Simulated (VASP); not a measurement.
# HfSnTeS3 (P-6m2) in VASP: a series of runs, part 2 of 2

VASP 6.6.1. Earlier steps stand in the parts before.

## (3) Relaxation of cell and atoms, PBE

This run uses another cell than the first one, of 36.74 Å³/atom.

INCAR reads:

```
ALGO = Normal
EDIFF = 1E-6
EDIFFG = -0.01
ENCUT = 600
GGA = PE
IBRION = 2
ISIF = 3
ISMEAR = 0
LASPH = True
LCHARG = False
LREAL = False
LWAVE = False
NELM = 60
NSW = 100
PREC = Accurate
SIGMA = 0.1
```

KPOINTS reads:

```
k-points
0
Gamma
  6 6 8
```

POSCAR reads:

```
HfSnTeS3
1.0
    7.0983772757      0.0000000000      0.0000000000
   -3.5491886378      6.1473750464      0.0000000000
    0.0000000000      0.0000000000      5.0521844483
Hf Sn Te S
1 1 1 3
Direct
    0.3333333333      0.6666666667      0.5000000000
    0.0000000000      0.0000000000      0.0000000000
    0.0000000000      0.0000000000      0.5000000000
    0.2037263104      0.7962736896      0.0000000000
    0.2037263104      0.4074526208      0.0000000000
    0.5925473792      0.7962736896      0.0000000000
```

Potentials or basis: VASP PAW PBE potentials, release 64 (Hf_pv, Sn_d, Te, S).

The run is started by

```bash
> cat potpaw_PBE.64/Hf_pv/POTCAR potpaw_PBE.64/Sn_d/POTCAR potpaw_PBE.64/Te/POTCAR potpaw_PBE.64/S/POTCAR > POTCAR
> mpirun -np 1 vasp_std > vasp.out
```

OUTCAR:

```text
EDIFF = 1E-6
   EDIFFG = -0.01
   ENCUT = 600
   GGA = PE
   IBRION = 2
   ISIF = 3
   ISMEAR = 0
   LASPH = True
   LREAL = False
   NELM = 60
   NSW = 100
   PREC = Accurate

 ion  position               nearest neighbor table
   1  0.333  0.667  0.500-   4 2.99   4 2.99   5 2.99   5 2.99   6 2.99   6 2.99
   2  0.000  0.000  0.000-   4 2.50   5 2.50   6 2.50   3 2.53   3 2.53
   3  0.000  0.000  0.500-   2 2.53   2 2.53
   4  0.204  0.796  0.000-   2 2.50   5 2.76   6 2.76   1 2.99   1 2.99
   5  0.204  0.407  0.000-   2 2.50   4 2.76   6 2.76   1 2.99   1 2.99
   6  0.593  0.796  0.000-   2 2.50   4 2.76   5 2.76   1 2.99   1 2.99

  LATTYP: Found a hexagonal cell.
 ALAT       =     7.0983772757
 C/A-ratio  =     0.7117379441

  Lattice vectors:

 A1 = (   7.0983772757,   0.0000000000,   0.0000000000)
 A2 = (  -3.5491886378,   6.1473750464,   0.0000000000)
 A3 = (   0.0000000000,   0.0000000000,   5.0521844483)

Analysis of symmetry for initial positions (statically):
[... 308 lines left out ...]
  ---------------------------------------------------
  free energy    TOTEN  =       -26.92979633 eV

  energy without entropy =      -26.90678463  energy(sigma->0) =      -26.91829048

 E-fermi :   1.9723     XC(G=0):  -7.4387

 val. band max:        1.9616489355   @ k =   0.1667   0.0000   0.3750
 cond. band min:       2.0051044412   @ k =   0.3333   0.1667   0.5000
 fundamental gap:      0.0434555057
 Fermi energy:         1.9723289234

 k-point     1 :       0.0000    0.0000    0.0000
  band No.  band energies     occupation
      1     -31.1460      2.00000
      2     -31.1460      2.00000
      3     -30.8010      2.00000
      4     -19.8832      2.00000
      5     -19.6458      2.00000
      6     -19.6458      2.00000
[... 733 lines left out ...]
     27       2.7953      0.00000
     28       3.5806      0.00000

 [... further k-points ...]
[... 5 lines left out ...]
  --------------------------------------------------------------------------------------
  -------------------------------------------------------------------------------------
  Total       -0.0047614     -0.0047614      0.0052143     -0.0000000      0.0000000      0.0000000
  in kB       -0.0348528     -0.0348528      0.0381683     -0.0000000      0.0000000      0.0000000
  external PRESSURE =      -0.0105124 kB  Pullay stress =       0.0000000 kB
[... 21 lines left out ...]
  FREE ENERGIE OF THE ION-ELECTRON SYSTEM (eV)
  ---------------------------------------------------
  free  energy   TOTEN  =       -26.9297963322 eV

  energy  without entropy=      -26.9067846305  energy(sigma->0) =      -26.91829048

 reached required accuracy - stopping structural energy minimisation
```

CONTCAR:

```text
HfSnTeS3
   1.00000000000000
     7.0728370188875367   -0.0000000000002074    0.0000000000000000
    -3.5364185093941281    6.1252565351813573   -0.0000000000000000
    -0.0000000000000000    0.0000000000000000    5.0522933025700718
  Hf              Sn              Te              S
     1     1     1     3
Direct
     0.3333333332999970    0.6666666667000030    0.5000000000000000
     0.0000000000000000    0.0000000000000000    1.0000000000000000
     0.0000000000000000    0.0000000000000000    0.5000000000000000
     0.2039218243291014    0.7960781756708987    1.0000000000000000
     0.2039218243291014    0.4078436486582027    0.0000000000000000
     0.5921563513417973    0.7960781756708987    1.0000000000000000

  0.00000000E+00  0.00000000E+00  0.00000000E+00
  0.00000000E+00  0.00000000E+00  0.00000000E+00
  0.00000000E+00  0.00000000E+00  0.00000000E+00
  0.00000000E+00  0.00000000E+00  0.00000000E+00
  0.00000000E+00  0.00000000E+00  0.00000000E+00
  0.00000000E+00  0.00000000E+00  0.00000000E+00
```

It took 6.6 min on 1 thread of Intel Xeon 6975P-C (Granite Rapids), shared host; peak memory 0.6 GiB.

What came out:

```
Free energy                           : -26.9298 eV
Relaxed volume                        : 36.48 Å³/atom
Relaxed cell                          : a = 7.073 Å, b = 7.073 Å, c = 5.052 Å, α = 90.00°, β = 90.00°, γ = 120.00°
Space group after relaxing (to 0.1 Å) : P-6m2 (No. 187)
Energy gained by relaxing             : 0.2 meV/atom
Ionic steps                           : 4
Pressure after relaxing               : 0.0 GPa
Band gap on the k mesh                : zero (bands 24 and 25 overlap by 0.17 eV)
```

The path:
```tsv
step	energy change (eV)	largest force (eV/Å)	pressure (GPa)	volume (Å³)
1	0.0000	0.0292	-0.22	220.46
2	-0.0010	0.0155	0.06	218.87
3	-0.0011	0.0172	0.03	219.06
4	-0.0014	0.0005	0.00	218.88
```

Final structure:
```
CELL_PARAMETERS angstrom
7.07284 0.00000 0.00000
-3.53642 6.12526 0.00000
0.00000 0.00000 5.05229
ATOMIC_POSITIONS crystal
Hf 0.33333 0.66667 0.50000
Sn 0.00000 0.00000 0.00000
Te 0.00000 0.00000 0.50000
S 0.20392 0.79608 0.00000
S 0.20392 0.40784 0.00000
S 0.59216 0.79608 0.00000
```

Levels at points of the mesh, in eV from the Fermi level:
| k point | band 21 | band 22 | band 23 | band 24 | band 25 | band 26 | band 27 | band 28 |
| --- | --- | --- | --- | --- | --- | --- | --- | --- |
| (0.00, 0.00, 0.00) | -1.33 | -1.27 | -0.65 | -0.65 | 0.04 | 0.14 | 1.25 | 1.25 |
| (0.50, 0.00, 0.00) | -2.24 | -1.53 | -0.56 | -0.15 | 0.13 | 0.92 | 1.21 | 1.97 |
| (0.00, 0.00, 0.50) | -0.68 | -0.33 | -0.33 | 0.07 | 0.33 | 0.87 | 0.87 | 1.44 |
| (0.50, 0.00, 0.50) | -1.20 | -0.28 | -0.24 | -0.13 | 0.60 | 0.77 | 0.93 | 1.59 |

Caveat: spin-orbit coupling is left out, which moves the levels of the heavy elements.

The gap in the log of VASP goes by the Fermi energy; the results here count the filled bands.